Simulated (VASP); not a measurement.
Set up this calculation in VASP 6.6.1, as the native input.

- Task: single point
- Functional: BLYP
- Dispersion: D3(BJ)
- Potentials or basis: VASP PAW PBE potentials, release 64 (Ti_sv, O)
- Cutoff: 520 eV
- k mesh: 6 × 6 × 9
- Occupations: fermi-dirac, width 0.05 eV
- Spin: no spin polarisation
- Dipole correction: no
- Further INCAR settings: ALGO = Normal; EDIFF = 1e-06; NBANDS = 33

The structure of TiO2 lies in POSCAR:

```
TiO2
1.0
    4.6900531165      0.0000000000      0.0000000000
    0.0000000000      4.6900531165      0.0000000000
    0.0000000000      0.0000000000      3.0172520901
Ti O
2 4
Direct
    0.0000000000      0.0000000000      0.5000000000
    0.5000000000      0.5000000000      0.0000000000
    0.3043213200      0.3043213200      0.5000000000
    0.1956786800      0.8043213200      0.0000000000
    0.8043213200      0.1956786800      0.0000000000
    0.6956786800      0.6956786800      0.5000000000
```

These files were run (other wordings do the same):

INCAR

```
SYSTEM = TiO2
PREC = Accurate
ENCUT = 520
EDIFF = 1E-6
ISMEAR = -1
SIGMA = 0.05
LREAL = .FALSE.
LASPH = .TRUE.
NELM = 60
ALGO = Normal
ISIF = 2
LWAVE = .FALSE.
LCHARG = .FALSE.
GGA = B5
ALDAX = 1.0
AGGAX = 1.0
AGGAC = 1.0
ALDAC = 0.0
IVDW = 12
VDW_S6 = 1.0
VDW_S8 = 2.6996
VDW_A1 = 0.4298
VDW_A2 = 4.2359
NBANDS = 33
```

KPOINTS

```
regular mesh
0
G
  6 6 9
  0 0 0
```

Potentials or basis: VASP PAW PBE potentials, release 64 (Ti_sv, O).

Run with:

```sh
$ cat potpaw_PBE.64/Ti_sv/POTCAR potpaw_PBE.64/O/POTCAR > POTCAR
$ mpirun -np 1 vasp_std > vasp.out
```

Results of the run:

The pressure is -10.4 GPa, the largest force is 0.147 eV/Å and the band gap on the k mesh is 1.69 eV, direct. The dispersion energy per atom is -0.510 eV.

Caveat: the PAW data sets were made with another functional, which shifts forces and pressure a little.

It took 110 s on 1 thread of AMD EPYC 9R14 (Zen 4) (shared host), peak memory 0.21 GiB.
